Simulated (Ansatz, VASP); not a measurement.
# One calculation of BN, two programs

```
CELL_PARAMETERS angstrom
0.00000 1.78003 1.78003
1.78003 0.00000 1.78003
1.78003 1.78003 0.00000
ATOMIC_POSITIONS crystal
B 0.00000 0.00000 0.00000
N 0.25000 0.25000 0.25000
```

Alike in both runs: functional r2SCAN; k mesh 14 × 14 × 14; occupations fermi-dirac, width 0.02 eV; no spin polarisation.

Ansatz relaxed the structure, and its values are those at the end. VASP's run is a single point on that final structure, the one shown.

|  | VASP | Ansatz |
| --- | --- | --- |
| version | VASP 6.6.1 | Ansatz 0.2.0 |
| potentials or method | VASP PAW PBE potentials, release 64 (B, N), cutoff 520 eV | PAW plane waves |
| valence electrons in the cell | 8 | 8 |

|  | VASP | Ansatz | Ansatz less VASP |
| --- | --- | --- | --- |
| gap on the k mesh at the Fermi level (eV) | 5.03 | 5.05 | +0.015 |
| pressure (GPa) | 18.8 | 17.2 | -1.65 |

VASP's potentials were made for PBE, not for r2SCAN. Ansatz's warnings: stress scf threshold loose.
